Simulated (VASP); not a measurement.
## HfN: electric field gradients with PBE

The system is HfN.

```xyz
2
Lattice="0.0000 2.2672 2.2333 2.2672 0.0000 2.2333 2.2672 2.2672 0.0000" Properties=species:S:1:pos:R:3 pbc="T T T"
Hf    0.0000    0.0000    0.0000
N     2.2672    2.2672    2.2333
```

This cell differs from its parent crystal: z stretched by -1 % at fixed volume.

```
Program                : VASP 6.6.1
Task                   : electric field gradients
Functional             : PBE
Potentials or basis    : VASP PAW PBE potentials, release 64 (Hf_pv, N)
Cutoff                 : 520 eV
k mesh                 : 16 × 16 × 16
Occupations            : fermi-dirac, width 0.05 eV
Spin                   : no spin polarisation
Dipole correction      : no
Further INCAR settings : ALGO = Normal; EDIFF = 1e-08; NBANDS = 14
```

```json
{"Pressure": "4.4 GPa", "Band gap on the k mesh": "zero (an odd number of electrons rules out a gap without spin polarisation)", "Largest electric field gradient by atom": "Hf -58.0; N -5.5 V/Å²"}
```

Stress tensor (GPa, compression positive):
```
1.69 0.00 0.00
0.00 1.69 0.00
0.00 0.00 9.70
```

Levels at points of the mesh, in eV from the Fermi level:
| k point | band 5 | band 6 | band 7 | band 8 | band 9 | band 10 | band 11 | band 12 |
| --- | --- | --- | --- | --- | --- | --- | --- | --- |
| (0.00, 0.00, 0.00) | -3.07 | -3.07 | -2.99 | -0.41 | -0.41 | -0.24 | 1.64 | 1.86 |
| (0.50, 0.00, 0.00) | -8.92 | -6.22 | -6.21 | 3.29 | 3.67 | 3.78 | 4.44 | 8.70 |
| (0.50, 0.50, 0.00) | -5.31 | -3.86 | -3.75 | -3.75 | 4.12 | 5.55 | 5.55 | 5.62 |
| (0.50, 0.00, 0.50) | -5.47 | -3.82 | -3.72 | -3.64 | 4.08 | 5.44 | 5.65 | 5.67 |

Electric field gradients, principal values (V/Å²):
| atom | least | middle | greatest (by size) |
| --- | --- | --- | --- |
| 1 Hf | 28.981 | 28.982 | -57.963 |
| 2 N | 2.738 | 2.739 | -5.477 |

Run time: 33 s on 1 thread of Intel(R) Xeon(R) 6975P-C (Granite Rapids), on a shared host, peak memory 0.23 GiB.

Caveat: the stress differs along the axes, from 2 to 10 GPa; without QUAD_EFG the Cq values of the log hold for a quadrupole moment of 1 mb, not for the nuclei; spin-orbit coupling is left out, which moves the levels of the heavy elements.
